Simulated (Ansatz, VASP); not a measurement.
## One calculation of Ta, two programs

```
Ta
1.0
    -1.65229    1.65229    1.65229
     1.65229   -1.65229    1.65229
     1.65229    1.65229   -1.65229
Ta
1
Direct
  0.00000 0.00000 0.00000
```

Alike in both runs: task single point; functional r2SCAN; k mesh 28 × 28 × 28; occupations gaussian, width 0.15 eV; no spin polarisation.

|  | VASP | Ansatz |
| --- | --- | --- |
| version | VASP 6.6.1 | Ansatz 0.2.0 |
| potentials or method | VASP PAW PBE potentials, release 64 (Ta_pv), cutoff 520 eV | scalar-relativistic, plane waves, PAW |
| valence electrons in the cell | 11 | 13 |

|  | VASP | Ansatz | Ansatz less VASP |
| --- | --- | --- | --- |
| gap on the k mesh at the Fermi level (eV) | none | none | - |
| pressure (GPa) | 0.8 | 0.2 | -0.65 |

VASP's potentials were made for PBE, not for r2SCAN. A gap of «none» marks a metal or a gap that the smearing closes. VASP's potentials hold 11 valence electrons a cell and Ansatz's 13, so a difference there can come from the potentials and not from the codes.

Neither program's run includes spin-orbit coupling.
